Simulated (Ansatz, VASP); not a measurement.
One calculation of Mo, two programs

```
CELL_PARAMETERS angstrom
-1.56473 1.56473 1.56473
1.56473 -1.56473 1.56473
1.56473 1.56473 -1.56473
ATOMIC_POSITIONS crystal
Mo 0.00000 0.00000 0.00000
```

Alike in both runs: functional PBEsol; k mesh 22 × 22 × 22; occupations fermi-dirac, width 0.05 eV; no spin polarisation.

Ansatz relaxed the structure, and its values are those at the end. VASP's run is a single point on that final structure, the one shown.

```csv
,VASP,Ansatz
version,VASP 6.6.1,Ansatz 0.2.0
potentials or method,"VASP PAW PBE potentials, release 64 (Mo_sv)","PAW with Ansatz's default frozen-core files, scalar-relativistic"
plane-wave cutoff (eV),520,420
valence electrons in the cell,14,14
```

```tsv
	VASP	Ansatz	Ansatz less VASP
pressure (GPa)	0.6	0.0	-0.55
```

VASP's potentials were made for PBE, not for PBEsol.
